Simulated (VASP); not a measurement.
Write the native input for VASP 6.6.1 that does the following.

```yaml
Task: single point
Functional: PBEsol
Potentials_or_basis: VASP PAW PBE potentials, release 64 (Ti_sv, Al)
Cutoff: 520 eV
k_mesh: 6 × 6 × 6
Occupations: gaussian, width 0.1 eV
Spin: no spin polarisation
Dipole_correction: no
Further_INCAR_settings: ALGO = Fast; EDIFF = 1e-06; NBANDS = 14
```

The structure of TiAl (sol) lies in POSCAR:

```
TiAl
1.0
    3.1790640000      0.0000000000      0.0000000000
    0.0000000000      3.1790640000      0.0000000000
    0.0000000000      0.0000000000      3.1790640000
Ti Al
1 1
Direct
    0.0000000000      0.0000000000      0.0000000000
    0.5000000000      0.5000000000      0.5000000000
```

One way to write it, as run:

INCAR

```
SYSTEM = TiAl
PREC = Accurate
ENCUT = 520
EDIFF = 1E-6
ISMEAR = 0
SIGMA = 0.1
LREAL = .FALSE.
LASPH = .TRUE.
NELM = 100
ALGO = Fast
ISIF = 2
LWAVE = .FALSE.
LCHARG = .FALSE.
GGA = PS
NBANDS = 14
```

KPOINTS

```
Automatic mesh
0
G
  6 6 6
  0 0 0
```

Potentials or basis: VASP PAW PBE potentials, release 64 (Ti_sv, Al).

The run is started by

```sh
$ cat potpaw_PBE.64/Ti_sv/POTCAR potpaw_PBE.64/Al/POTCAR > POTCAR
$ mpirun -np 1 vasp_std > vasp.out
```

It gave:

The pressure is -2.6 GPa.

Caveat: the PAW data sets were made with another functional, which shifts forces and pressure a little.

It used 26 s of CPU time on 1 thread of AMD EPYC 7R13 Processor (Zen 3) (shared host).
